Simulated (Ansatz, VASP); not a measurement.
**Mo in VASP and in Ansatz**

The input INCAR:

```
SYSTEM = Mo
PREC = Accurate
ENCUT = 520
EDIFF = 1E-6
ISMEAR = -1
SIGMA = 0.1
LREAL = .FALSE.
LASPH = .TRUE.
NELM = 100
ALGO = Normal
ISIF = 2
LWAVE = .FALSE.
LCHARG = .TRUE.
GGA = RP
LELF = .TRUE.
LVHAR = .TRUE.
NBANDS = 28
```

File KPOINTS:

```
Automatic mesh
0
G
  9 9 14
  0 0 0
```

Contents of POSCAR:

```
Mo
1.0
    4.8125898356      0.0000000000      0.0000000000
   -2.4062949178      4.1678250557      0.0000000000
    0.0000000000      0.0000000000      2.6421462466
Mo
3
Direct
    0.0000000000      1.0000000000      0.0000000000
    0.3333333333      0.6666666667      0.5000000000
    0.6666666667      0.3333333333      0.5000000000
```

Input for Ansatz:

```yaml
crystal:
  lattice:
    - [4.8125898356, 0.0, 0.0]
    - [-2.4062949178, 4.1678250557, 0.0]
    - [0.0, 0.0, 2.6421462466]
  atoms:
    - { symbol: Mo, position: [0.0, 1.0, 0.0] }
    - { symbol: Mo, position: [0.3333333333, 0.6666666667, 0.5] }
    - { symbol: Mo, position: [0.6666666667, 0.3333333333, 0.5] }
hamiltonian:
  xc: rpbe
  pseudopotentials:
    kind: paw
    azcp:
      Mo: "pseudopotentials/Mo.paw.azcp"
basis:
  ecutwfc: 420
  fft_grid_basis: typed
kpoints:
  mp_grid: { grid: [9, 9, 14], shift: [0, 0, 0] }
magnetization:
  spin_polarized: false
scf:
  occupations: { method: fermi_dirac, width: 0.1 }
  lower_state_search: "off"
output:
  stress: true
  write_density: true
  write_potential: true
  elf: true
  volumetric_format: npy
```

Alike in both runs: task single point; functional RPBE; k mesh 9 × 9 × 14; occupations fermi-dirac, width 0.1 eV; no spin polarisation.

|  | VASP | Ansatz |
| --- | --- | --- |
| version | VASP 6.6.1 | Ansatz 0.2.0 |
| potentials or method | VASP PAW PBE potentials, release 64 (Mo_sv), cutoff 520 eV | plane waves (420 eV) with PAW, scalar-relativistic |
| valence electrons in the cell | 42 | 42 |

Ansatz gave:

| Quantity | Value |
| --- | --- |
| pressure (GPa) | -14.8 |
| traceless stress, the component that is largest in VASP (GPa) | -1.95 |

Question: Estimate VASP's values.

Answer: Pressure (GPa): -14.5; traceless stress, the component that is largest in VASP (GPa): -1.89.

VASP's potentials were made for PBE, not for RPBE.
